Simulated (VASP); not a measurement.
Wanted: the native input for a VASP 6.6.1 run.

```yaml
Task: single point
Functional: PBE
Dispersion: D3(BJ)
Potentials_or_basis: VASP PAW PBE potentials, release 64 (Au)
Cutoff: 500 eV
k_mesh: 15 × 15 × 14
Occupations: gaussian, width 0.005 eV
Spin: no spin polarisation
Dipole_correction: no
Further_INCAR_settings: ALGO = Normal; EDIFF = 1e-06; NBANDS = 12
```

The structure of Au lies in POSCAR:

```
Au
1.0
    2.2650554759      0.0000000000      0.0000000000
   -1.1325277379      1.9615955831      0.0000000000
    0.0000000000      0.0000000000      2.1769981565
Au
1
Direct
    0.0000000000      0.0000000000      0.0000000000
```

This isn't the form of Au at room conditions, which is fcc.

These files were run (other wordings do the same):

INCAR

```
ALGO     = Normal         # electronic algorithm
EDIFF    = 1E-6           # SCF threshold, eV
ENCUT    = 500            # plane-wave cutoff, eV
GGA      = PE             # functional
GGA_COMPAT= F            
ISIF     = 2              # what is computed and relaxed
ISMEAR   = 0              # smearing method
IVDW     = 12             # dispersion correction
LASPH    = T              # aspherical terms in the spheres
LCHARG   = F              # write CHGCAR
LREAL    = F              # projectors in reciprocal space
LWAVE    = F              # write WAVECAR
NBANDS   = 12             # bands
NELM     = 120            # most SCF steps
PREC     = Accurate       # precision mode
SIGMA    = 0.005          # smearing width, eV
```

KPOINTS

```
k-points
0
Gamma
  15 15 14
```

Potentials or basis: VASP PAW PBE potentials, release 64 (Au).

Command:

```bash
$ cat potpaw_PBE.64/Au/POTCAR > POTCAR
$ mpirun -np 1 vasp_std > vasp.out
```

Results of the run:

- Pressure: 551.9 GPa
- Band gap on the k mesh: zero (an odd number of electrons rules out a gap without spin polarisation)
- Dispersion energy per atom: -1.195 eV

Caveat: three body term missing; the cell stands under pressure; the dispersion term is far too large for a dense solid, which distorts pressure and volume; spin-orbit coupling is left out, which moves the levels of the heavy elements.

Wall time 17 s on 1 thread of AMD EPYC 7R43 64-Core Processor (Zen 3), with other jobs on the host, peak memory 0.11 GiB.
